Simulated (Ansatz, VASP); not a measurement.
Li2Pt in VASP and in Ansatz

The input INCAR:

```
PREC = Accurate
ENCUT = 520
EDIFF = 1E-8
ISMEAR = -1
SIGMA = 0.03
LREAL = F
LASPH = T
NELM = 60
ALGO = Normal
ISIF = 2
LWAVE = F
LCHARG = F
LEFG = T
NBANDS = 15
```

File KPOINTS:

```
Automatic mesh
0
Gamma
  9 9 12
```

POSCAR

```
Li2Pt
1.0
    4.1859989866      0.0000000000      0.0000000000
   -2.0929994933      3.6251814627      0.0000000000
    0.0000000000      0.0000000000      2.6610000000
Li Pt
2 1
Direct
    0.3333333333      0.6666666667      0.5000000000
    0.6666666667      0.3333333333      0.5000000000
    0.0000000000      0.0000000000      0.0000000000
```

Input for Ansatz:

```yaml
crystal:
  lattice:
    - [4.1859989866, 0.0, 0.0]
    - [-2.0929994933, 3.6251814627, 0.0]
    - [0.0, 0.0, 2.661]
  atoms:
    - { symbol: Li, position: [0.3333333333, 0.6666666667, 0.5] }
    - { symbol: Li, position: [0.6666666667, 0.3333333333, 0.5] }
    - { symbol: Pt, position: [0.0, 0.0, 0.0] }
kpoints:
  mp_grid: { grid: [9, 9, 12] }
  band_path:
    path:
      - [0.0, 0.0, 0.0]
      - [0.5, 0.0, 0.0]
      - [0.3333333333, 0.3333333333, 0.0]
      - [0.0, 0.0, 0.0]
      - [0.0, 0.0, 0.5]
      - [0.5, 0.0, 0.5]
      - [0.3333333333, 0.3333333333, 0.5]
      - [0.0, 0.0, 0.5]
      - [0.5, 0.0, 0.5]
    npoints: 8
scf:
  occupations: { method: fermi_dirac, width: 0.03 }
hamiltonian:
  xc: lda
  pseudopotentials: { kind: all_electron, datasets: crystal }
output:
  forces: true
  stress: true
  eigenvalues: true
  efg: { contact_densities: true }
```

Alike in both runs: task electric field gradients; functional LDA; k mesh 9 × 9 × 12; occupations fermi-dirac, width 0.03 eV; no spin polarisation.

```csv
,VASP,Ansatz
version,VASP 6.6.1,Ansatz 0.2.0
potentials or method,"VASP PAW LDA potentials, release 64 (Li_sv, Pt), cutoff 520 eV","all-electron PAW with datasets made for the crystal, scalar-relativistic"
```

```csv
,VASP,Ansatz,Ansatz less VASP
size of Vzz on the site where it differs most (V/Å²),311.2,241.1,-70.07
```

LDA's correlation is that of Perdew and Zunger in VASP and of Perdew and Wang (1992) in Ansatz. Ansatz ran all-electron here, and VASP with PAW potentials.

Neither program's run includes spin-orbit coupling. Noted on VASP's run: the cutoff is under 1.25 times that of the potentials, so the pressure is a little rough.
